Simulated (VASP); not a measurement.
# AlGa3N4 (Pm) in VASP: further runs

Runs on AlGa3N4. Level: PBEsol. Tasks: single point.

Program: VASP 6.6.1. These are calculated values, not measurements. Logs are shortened: lines on timing, memory, paths and dates and some standing lists are left out, and cuts for length are marked.

### 1 The cell of the first run

Symmetry: Pm, No. 6, monoclinic system. Conventional cell: a = 4.862 Å, b = 3.165 Å, c = 5.142 Å, α = 90.00°, β = 90.04°, γ = 90.00°. Al (site symmetry m) has 4 N at 1.71 to 1.90 Å within 2.3 Å. Within 2.3 Å of Ga (site symmetry m) lie 4 N at 1.75 to 1.95 Å. Ga (site symmetry m) has 4 N at 1.74 to 1.96 Å within 2.3 Å. Ga (site symmetry m) has 4 N at 1.76 to 1.95 Å within 2.3 Å. Within 2.3 Å of N (site symmetry m) lie 1 Al at 1.71 Å and 3 Ga at 1.90 to 1.95 Å. Within 2.3 Å of N (site symmetry m) lie 2 Ga at 1.76 to 1.96 Å and 2 Al at 1.86 Å. Within 2.3 Å of N (site symmetry m) lie 4 Ga at 1.74 to 1.95 Å. Within 2.3 Å of N (site symmetry m) lie 3 Ga at 1.75 to 1.90 Å and 1 Al at 1.90 Å.

### 2 Single point, PBEsol (strain -0.1125 x Voigt [0, 0, 1, 0, 0, 0])

File INCAR:

```
SYSTEM = AlGa3N4
PREC = Accurate
ENCUT = 520
EDIFF = 1E-6
ISMEAR = 0
SIGMA = 0.05
LREAL = .False.
LASPH = .True.
NELM = 80
ALGO = Normal
ISIF = 2
LWAVE = .False.
LCHARG = .True.
GGA = PS
LELF = .True.
LVHAR = .True.
NBANDS = 41
```

File KPOINTS:

```
Automatic mesh
0
Gamma
  6 8 6
  0 0 0
```

File POSCAR:

```
AlGa3N4
1.0
    5.1423512025      0.0000000000      0.0001078347
    0.0000000000      3.1649848011      0.0000000000
   -0.0035856884      0.0000000000      4.8621635475
Al Ga N
1 3 4
Direct
    0.0006034235      0.5000000000      0.6673576246
    0.4991167026      0.5000000000      0.3349195796
    0.4990273840      0.0000000000      0.8315570006
    0.9998617813      0.0000000000      0.1661805284
    0.1196687536      0.5000000000      0.3400974151
    0.1176459797      0.0000000000      0.8263760593
    0.6204436392      0.0000000000      0.1662162869
    0.6312323461      0.5000000000      0.6672965055
```

Potentials or basis: VASP PAW PBE potentials, release 64 (Al, Ga_d, N).

The run is started by

```sh
> cat potpaw_PBE.64/Al/POTCAR potpaw_PBE.64/Ga_d/POTCAR potpaw_PBE.64/N/POTCAR > POTCAR
> mpirun -np 1 vasp_std > vasp.out
```

OUTCAR:

```text
SYSTEM = AlGa3N4
   PREC = Accurate
   ENCUT = 520
   EDIFF = 1E-6
   ISMEAR = 0
   LREAL = .False.
   LASPH = .True.
   NELM = 80
   ISIF = 2
   GGA = PS

 ion  position               nearest neighbor table
   1  0.001  0.500  0.667-   5 1.71   6 1.86   6 1.86   8 1.90   4 2.90   4 2.90   4 2.91   4 2.91
                             2 3.03   2 3.04   3 3.12   3 3.12   3 3.13   3 3.13
   2  0.499  0.500  0.335-   8 1.75   7 1.89   7 1.89   5 1.95   3 2.89   3 2.89   3 2.91   3 2.91
                             1 3.03   1 3.04
   3  0.499  0.000  0.832-   7 1.74   8 1.90   8 1.90   6 1.96   2 2.89   2 2.89   2 2.91   2 2.91
                             1 3.12   1 3.12   1 3.13   1 3.13
   4  1.000  0.000  0.166-   6 1.76   5 1.90   5 1.90   7 1.95   1 2.90   1 2.90   1 2.91   1 2.91

   5  0.120  0.500  0.340-   1 1.71   4 1.90   4 1.90   2 1.95
   6  0.118  0.000  0.826-   4 1.76   1 1.86   1 1.86   3 1.96
   7  0.620  0.000  0.166-   3 1.74   2 1.89   2 1.89   4 1.95
   8  0.631  0.500  0.667-   2 1.75   3 1.90   3 1.90   1 1.90

  LATTYP: Found a simple monoclinic cell.
 ALAT       =     4.8621648697
 B/A-ratio  =     0.6509414810
 C/A-ratio  =     1.0576258398
 COS(beta)  =    -0.0007164975

  Lattice vectors:

 A1 = (  -0.0035856884,   0.0000000000,   4.8621635475)
 A2 = (   0.0000000000,  -3.1649848011,   0.0000000000)
 A3 = (   5.1423512025,   0.0000000000,   0.0001078347)

Analysis of symmetry for initial positions (statically):
=====================================================================
 Subroutine PRICEL returns:
 Original cell was already a primitive cell.

 Routine SETGRP: Setting up the symmetry group for a
 simple monoclinic supercell.

 Subroutine GETGRP returns: Found  2 space group operations
 (whereof  2 operations were pure point group operations)
 out of a pool of  4 trial point group operations.

The static configuration has the point symmetry C_1h.

Analysis of symmetry for dynamics (positions and initial velocities):
=====================================================================
 Subroutine PRICEL returns:
 Original cell was already a primitive cell.

 Routine SETGRP: Setting up the symmetry group for a
 simple monoclinic supercell.

 Subroutine GETGRP returns: Found  2 space group operations
 (whereof  2 operations were pure point group operations)
 out of a pool of  4 trial point group operations.

The dynamic configuration has the point symmetry C_1h.

[... 115 lines left out ...]
   NFREE  =      0    steps in history (QN), initial steepest desc. (CG)
   ISIF   =      2    stress and relaxation
   ISYM   =      2    0-nonsym 1-usesym 2-fastsym
   POTIM  = 0.5000    time-step for ionic-motion
   TEBEG  =    0.0;   TEEND  =   0.0 temperature during run
   PSTRESS=    0.0 pullay stress
   NELECT =      62.0000    total number of electrons
   NUPDOWN=      -1.0000    fix difference up-down
   EMIN   =  10.00;   EMAX   =-10.00  energy-range for DOS
   EFERMI =   0.00;   METHOD = LEGACY
   ISMEAR =     0;   SIGMA  =   0.05  broadening in eV -4-tet -1-fermi 0-gaus
   EFERMI_NEDOS =   21; number of points for ismear=-14 and -15
   IALGO  =     38    algorithm
   IMIX   =      4    mixing-type and parameters
     AMIX     =   0.40;   BMIX     =  1.00
     AMIX_MAG =   1.60;   BMIX_MAG =  1.00
  volume/ion in A,a.u.               =       9.89        66.75
  Fermi-wavevector in a.u.,A,eV,Ry     =   1.509215  2.852003 30.990393  2.277730
  Thomas-Fermi vector in A             =   2.619567
   LORBIT       =      0    0 simple, 1 ext, 2 COOP (PROOUT), +10 PAW based schemes
   GGA     = PS    functional components
   LHFCALC =     F    Hartree Fock is set to
   AEXX    =    0.0000 exact exchange contribution
   IVDW    =     0    specifies the selected vdW correction
   LEPSILON=     F    determine dielectric tensor
   LRPA    =     F    only Hartree local field effects (RPA)
 non-spin polarized calculation
 Gauss-broadening in eV      SIGMA  =   0.05
  energy-cutoff  :      520.00
  volume of cell :       79.13
 maximum number of plane-waves:      2168
 NGX is ok and might be reduce to    40
   NGX = 19   NGY = 11   NGZ = 19

 number of electron      62.0000009 magnetization

 Free energy of the ion-electron system (eV)
  ---------------------------------------------------
  ext. energy  EPLUGINS =         0.00000000
  ---------------------------------------------------
  free energy    TOTEN  =       -53.08169771 eV

  energy without entropy =      -53.08169771  energy(sigma->0) =      -53.08169771

 E-fermi :   7.3928     XC(G=0): -12.3645

 val. band max:        7.1318830168   @ k =   0.0000   0.0000   0.0000
 cond. band min:       9.7177941763   @ k =   0.0000   0.0000   0.0000
 fundamental gap:      2.5859111595
 Fermi energy:         7.3927571024

 k-point     1 :       0.0000    0.0000    0.0000
  band No.  band energies     occupation
      1     -10.1269      2.00000
      2      -8.8101      2.00000
      3      -8.5595      2.00000
      4      -8.1499      2.00000
      5      -6.6769      2.00000
      6      -6.5946      2.00000
[... 1045 lines left out ...]
     40      17.6541      0.00000
     41      17.7330      0.00000

 [... further k-points ...]

------------------------ aborting loop because EDIFF is reached ----------------------------------------

  FORCE on cell =-STRESS in cart. coord.  units (eV):
  Direction    XX          YY          ZZ          XY          YZ          ZX
  --------------------------------------------------------------------------------------
  -------------------------------------------------------------------------------------
  Total        4.9460326      8.4962144     35.2610199      0.0000000      0.0000000      0.1344683
  in kB      100.1393166    172.0176900    713.9084466      0.0000000      0.0000000      2.7224983
  external PRESSURE =     328.6884844 kB  Pullay stress =       0.0000000 kB

 VOLUME and BASIS-vectors are now :
 -----------------------------------------------------------------------------
  energy-cutoff  :      520.00
  volume of cell :       79.13
      direct lattice vectors                 reciprocal lattice vectors
     5.142351203  0.000000000  0.000107835     0.194463572  0.000000000  0.000143411
     0.000000000  3.164984801  0.000000000     0.000000000  0.315957283  0.000000000
    -0.003585688  0.000000000  4.862163547    -0.000004313  0.000000000  0.205669755

 POSITION                                       TOTAL-FORCE (eV/Angst)
 -----------------------------------------------------------------------------------
      0.00071      1.58249      3.24480        -1.192646      0.000000      2.362231
      2.56543      1.58249      1.62849        -1.282411      0.000000     -2.193613
      2.56319      0.00000      4.04322        -1.249449      0.000000     -2.447839
      5.14104      0.00000      0.80810        -1.147829      0.000000      2.261416
      0.61416      1.58249      1.65362         1.296132      0.000000     -2.499997
      0.60201      0.00000      4.01799         1.030130      0.000000     -2.408086
      3.18994      0.00000      0.80824         1.183808      0.000000      2.557248
      3.24363      1.58249      3.24457         1.362264      0.000000      2.368640
 -----------------------------------------------------------------------------------
    total drift:                               -0.000409      0.000000      0.000371

  FREE ENERGIE OF THE ION-ELECTRON SYSTEM (eV)
  ---------------------------------------------------
  free  energy   TOTEN  =       -53.0816977137 eV

  energy  without entropy=      -53.0816977137  energy(sigma->0) =      -53.08169771
```

OSZICAR:

```text
N       E                     dE             d eps       ncg     rms          rms(c)
DAV:   1     0.633870641544E+03    0.63387E+03   -0.27579E+04  9378   0.269E+03
DAV:   2     0.529267851237E+02   -0.58094E+03   -0.53934E+03  8672   0.648E+02
DAV:   3    -0.549543588011E+02   -0.10788E+03   -0.10482E+03  9360   0.199E+02
DAV:   4    -0.620208367872E+02   -0.70665E+01   -0.70058E+01 10653   0.548E+01
DAV:   5    -0.622423227974E+02   -0.22149E+00   -0.22105E+00 10476   0.930E+00    0.164E+01
DAV:   6    -0.529472873141E+02    0.92950E+01   -0.22707E+01 15498   0.677E+01    0.486E+00
DAV:   7    -0.531886848145E+02   -0.24140E+00   -0.56133E+00  9792   0.132E+01    0.423E+00
DAV:   8    -0.531164326826E+02    0.72252E-01   -0.62421E-01 11664   0.108E+01    0.121E+00
DAV:   9    -0.530801813239E+02    0.36251E-01   -0.14572E-01 14422   0.676E+00    0.381E-01
DAV:  10    -0.530815465291E+02   -0.13652E-02   -0.20511E-02 10135   0.135E+00    0.126E-01
DAV:  11    -0.530816793567E+02   -0.13283E-03   -0.20713E-03 12367   0.901E-01    0.513E-02
DAV:  12    -0.530816878871E+02   -0.85305E-05   -0.41459E-04 12334   0.384E-01    0.180E-02
DAV:  13    -0.530816961586E+02   -0.82714E-05   -0.85374E-05 11325   0.105E-01    0.900E-03
DAV:  14    -0.530816976906E+02   -0.15320E-05   -0.97578E-06 11308   0.692E-02    0.375E-03
DAV:  15    -0.530816977137E+02   -0.23120E-07   -0.17485E-06  6846   0.259E-02
   1 F= -.53081698E+02 E0= -.53081698E+02  d E =-.147431E-15
```

It took 8.9 min on 1 thread of Oxide Virtual Turin-like, shared host; peak memory 0.32 GiB.

What came out:

| Item | Value |
| --- | --- |
| Free energy | -53.0817 eV |
| Pressure | 32.9 GPa |
| Largest force | 2.818 eV/Å |
| Band gap on the k mesh | 2.59 eV, direct |

Forces in eV/Å, atoms in the order of the input:
```
Al  -1.193  0.000  2.362
Ga  -1.282  0.000 -2.194
Ga  -1.249  0.000 -2.448
Ga  -1.148  0.000  2.261
N    1.296  0.000 -2.500
N    1.030  0.000 -2.408
N    1.184  0.000  2.557
N    1.362  0.000  2.369
```

Stress tensor (GPa, compression positive):
```
10.01  0.00  0.27
 0.00 17.20  0.00
 0.27  0.00 71.39
```

Caveat: the cell differs from its parent crystal (strain -0.1125 x Voigt [0, 0, 1, 0, 0, 0]); the PAW data sets were made with another functional, which shifts forces and pressure a little.

### 3 Single point, PBEsol (strain +0.0375 x Voigt [0, 0, 1, 0, 0, 0])

File INCAR:

```
PREC = Accurate
ENCUT = 520
EDIFF = 1E-6
ISMEAR = 0
SIGMA = 0.05
LREAL = F
LASPH = T
NELM = 80
ALGO = Normal
ISIF = 2
LWAVE = F
LCHARG = T
GGA = PS
LELF = T
LVHAR = T
NBANDS = 41
```

File KPOINTS:

```
regular mesh
0
Gamma
  6 8 6
```

Edit POSCAR of step 2 so:

```diff
@@ -2,5 +2,5 @@
 1.0
-    5.1423512025      0.0000000000      0.0001078347
+    5.1423512025      0.0000000000      0.0001260603
     0.0000000000      3.1649848011      0.0000000000
-   -0.0035856884      0.0000000000      4.8621635475
+   -0.0035856884      0.0000000000      5.6839376682
 Al Ga N
```

Potentials or basis: VASP PAW PBE potentials, release 64 (Al, Ga_d, N).

The run is started by

```sh
> cat potpaw_PBE.64/Al/POTCAR potpaw_PBE.64/Ga_d/POTCAR potpaw_PBE.64/N/POTCAR > POTCAR
> mpirun -np 1 vasp_std > vasp.out
```

OUTCAR:

```text
PREC = Accurate
   ENCUT = 520
   EDIFF = 1E-6
   ISMEAR = 0
   LREAL = F
   LASPH = T
   NELM = 80
   ISIF = 2
   GGA = PS

 ion  position               nearest neighbor table
   1  0.001  0.500  0.667-   8 1.90   6 1.92   6 1.92   5 1.96
   2  0.499  0.500  0.335-   5 1.95   7 1.95   7 1.95   8 2.01
   3  0.499  0.000  0.832-   8 1.96   8 1.96   6 1.96   7 2.00
   4  1.000  0.000  0.166-   7 1.95   5 1.96   5 1.96   6 2.02
   5  0.120  0.500  0.340-   2 1.95   1 1.96   4 1.96   4 1.96
   6  0.118  0.000  0.826-   1 1.92   1 1.92   3 1.96   4 2.02
   7  0.620  0.000  0.166-   4 1.95   2 1.95   2 1.95   3 2.00
   8  0.631  0.500  0.667-   1 1.90   3 1.96   3 1.96   2 2.01

  LATTYP: Found a simple monoclinic cell.
 ALAT       =     5.1423512040
 B/A-ratio  =     0.6154742598
 C/A-ratio  =     1.1053190600
 COS(beta)  =    -0.0006063316

  Lattice vectors:

 A1 = (   5.1423512025,   0.0000000000,   0.0001260603)
 A2 = (   0.0000000000,   3.1649848011,   0.0000000000)
 A3 = (  -0.0035856884,   0.0000000000,   5.6839376682)

Analysis of symmetry for initial positions (statically):
=====================================================================
 Subroutine PRICEL returns:
 Original cell was already a primitive cell.

 Routine SETGRP: Setting up the symmetry group for a
 simple monoclinic supercell.

 Subroutine GETGRP returns: Found  2 space group operations
 (whereof  2 operations were pure point group operations)
 out of a pool of  4 trial point group operations.

The static configuration has the point symmetry C_1h.

Analysis of symmetry for dynamics (positions and initial velocities):
=====================================================================
 Subroutine PRICEL returns:
 Original cell was already a primitive cell.

 Routine SETGRP: Setting up the symmetry group for a
 simple monoclinic supercell.

 Subroutine GETGRP returns: Found  2 space group operations
 (whereof  2 operations were pure point group operations)
 out of a pool of  4 trial point group operations.

The dynamic configuration has the point symmetry C_1h.

[... 136 lines left out ...]
   LHFCALC =     F    Hartree Fock is set to
   AEXX    =    0.0000 exact exchange contribution
   IVDW    =     0    specifies the selected vdW correction
   LEPSILON=     F    determine dielectric tensor
   LRPA    =     F    only Hartree local field effects (RPA)
 non-spin polarized calculation
 Gauss-broadening in eV      SIGMA  =   0.05
  energy-cutoff  :      520.00
  volume of cell :       92.51
 maximum number of plane-waves:      2512
 NGX is ok and might be reduce to    40
   NGX = 19   NGY = 11   NGZ = 21

 number of electron      62.0000006 magnetization

 Free energy of the ion-electron system (eV)
  ---------------------------------------------------
  ext. energy  EPLUGINS =         0.00000000
  ---------------------------------------------------
  free energy    TOTEN  =       -54.87614562 eV

  energy without entropy =      -54.87614562  energy(sigma->0) =      -54.87614562

 E-fermi :   5.3586     XC(G=0): -11.5462

 val. band max:        5.1102576578   @ k =   0.0000   0.0000   0.0000
 cond. band min:       7.1695295045   @ k =   0.0000   0.0000   0.0000
 fundamental gap:      2.0592718468
 Fermi energy:         5.3586063283

 k-point     1 :       0.0000    0.0000    0.0000
  band No.  band energies     occupation
      1     -10.4902      2.00000
      2      -9.6568      2.00000
      3      -9.4771      2.00000
      4      -9.2068      2.00000
      5      -8.1854      2.00000
      6      -8.1650      2.00000
[... 1045 lines left out ...]
     40      14.7314      0.00000
     41      14.9982      0.00000

 [... further k-points ...]

------------------------ aborting loop because EDIFF is reached ----------------------------------------

  FORCE on cell =-STRESS in cart. coord.  units (eV):
  Direction    XX          YY          ZZ          XY          YZ          ZX
  --------------------------------------------------------------------------------------
  -------------------------------------------------------------------------------------
  Total       -1.2894620     -1.9687250     -7.9405112      0.0000000      0.0000000     -0.0100510
  in kB      -22.3324546    -34.0967490   -137.5233272      0.0000000      0.0000000     -0.1740753
  external PRESSURE =     -64.6508436 kB  Pullay stress =       0.0000000 kB

 VOLUME and BASIS-vectors are now :
 -----------------------------------------------------------------------------
  energy-cutoff  :      520.00
  volume of cell :       92.51
      direct lattice vectors                 reciprocal lattice vectors
     5.142351203  0.000000000  0.000126060     0.194463572  0.000000000  0.000122677
     0.000000000  3.164984801  0.000000000     0.000000000  0.315957283  0.000000000
    -0.003585688  0.000000000  5.683937668    -0.000004313  0.000000000  0.175934369

 POSITION                                       TOTAL-FORCE (eV/Angst)
 -----------------------------------------------------------------------------------
      0.00071      1.58249      3.79322         0.160682      0.000000     -0.209870
      2.56543      1.58249      1.90372         0.170781      0.000000      0.189596
      2.56319      0.00000      4.72658         0.162764      0.000000      0.221397
      5.14104      0.00000      0.94469         0.126829      0.000000     -0.174813
      0.61416      1.58249      1.93311        -0.164603      0.000000      0.262235
      0.60201      0.00000      4.69708        -0.116324      0.000000      0.231956
      3.18994      0.00000      0.94484        -0.142369      0.000000     -0.268120
      3.24363      1.58249      3.79295        -0.197761      0.000000     -0.252381
 -----------------------------------------------------------------------------------
    total drift:                               -0.000047      0.000000     -0.000127

  FREE ENERGIE OF THE ION-ELECTRON SYSTEM (eV)
  ---------------------------------------------------
  free  energy   TOTEN  =       -54.8761456245 eV

  energy  without entropy=      -54.8761456245  energy(sigma->0) =      -54.87614562
```

stdout:

```text
POSCAR found type information on POSCAR AlGaN
 POSCAR found :  3 types and       8 ions
 scaLAPACK will be used
 -----------------------------------------------------------------------------
|                                                                             |
|                                                                             |
|     You enforced a specific xc type in the INCAR file but a different       |
|     I HOPE YOU KNOW WHAT YOU ARE DOING!                                     |
|                                                                             |
 -----------------------------------------------------------------------------

 LDA part: xc-table for (Slater+PW92), standard interpolation
 POSCAR, INCAR and KPOINTS ok, starting setup
 FFT: planning ... GRIDC
 FFT: planning ... GRID_SOFT
 FFT: planning ... GRID
 WAVECAR not read
 entering main loop
```

It took 7.2 min on 1 thread of Oxide Virtual Turin-like, shared host; peak memory 0.37 GiB.

What came out:

```yaml
Free_energy: -54.8761 eV
Pressure: -6.5 GPa
Largest_force: 0.321 eV/Å
Band_gap_on_the_k_mesh: 2.06 eV, direct
```

Forces in eV/Å, atoms in the order of the input:
```
Al   0.161  0.000 -0.210
Ga   0.171  0.000  0.190
Ga   0.163  0.000  0.221
Ga   0.127  0.000 -0.175
N   -0.165  0.000  0.262
N   -0.116  0.000  0.232
N   -0.142  0.000 -0.268
N   -0.198  0.000 -0.252
```

Caveat: the cell differs from its parent crystal (strain +0.0375 x Voigt [0, 0, 1, 0, 0, 0]); the PAW data sets were made with another functional, which shifts forces and pressure a little.
